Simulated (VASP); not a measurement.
# Pd: single point with PBEsol

Crystal: Pd.

```
Pd
1.0
     2.79837    0.00000    0.00000
    -1.39918    2.42346    0.00000
     0.00000    0.00000    4.53336
Pd
2
Direct
  0.23333 0.61667 0.17500
  0.76667 0.38333 0.82500
```

This cell differs from its parent crystal: shortest bond scaled by 0.7.

```json
{
 "Program": "VASP 6.6.1",
 "Task": "single point",
 "Functional": "PBEsol",
 "Potentials or basis": "VASP PAW PBE potentials, release 64 (Pd)",
 "Cutoff": "520 eV",
 "k mesh": "12 × 12 × 7",
 "Occupations": "fermi-dirac, width 0.05 eV",
 "Spin": "no spin polarisation",
 "Dipole correction": "no",
 "Further INCAR settings": "ALGO = Normal; EDIFF = 1e-07; NBANDS = 17"
}
```

```
Pressure               : 58.5 GPa
Largest force          : 15.850 eV/Å
Band gap on the k mesh : zero (band 10 reaches 10.13 eV, above the bottom of band 11 at 9.22 eV)
```

Forces on the atoms (eV/Å):
```
Pd    5.986   3.456  14.263
Pd   -5.986  -3.456 -14.263
```

Stress tensor (GPa, compression positive):
```
51.16 23.00 49.28
23.00 24.61 28.45
49.28 28.45 99.64
```

Levels at points of the mesh, in eV from the Fermi level:
```
           k point  band 7  band 8  band 9  band 10  band 11  band 12  band 13  band 14
(0.00, 0.00, 0.00)   -2.81   -1.90   -0.93    -0.60     0.33     2.23     4.59    15.74
(0.50, 0.00, 0.00)   -2.41   -1.83   -0.47    -0.06     1.94     3.46     7.57     8.59
(0.00, 0.50, 0.00)   -1.41   -1.24   -0.73     0.10     1.21     4.56     7.12    10.42
```

Wall time 74 s on 1 thread of AMD EPYC 9R45 96-Core Processor (Zen 5) (shared host), peak memory 0.21 GiB.

Caveat: the cell differs from its parent crystal (shortest bond scaled by 0.7); the PAW data sets were made with another functional, which shifts forces and pressure a little.
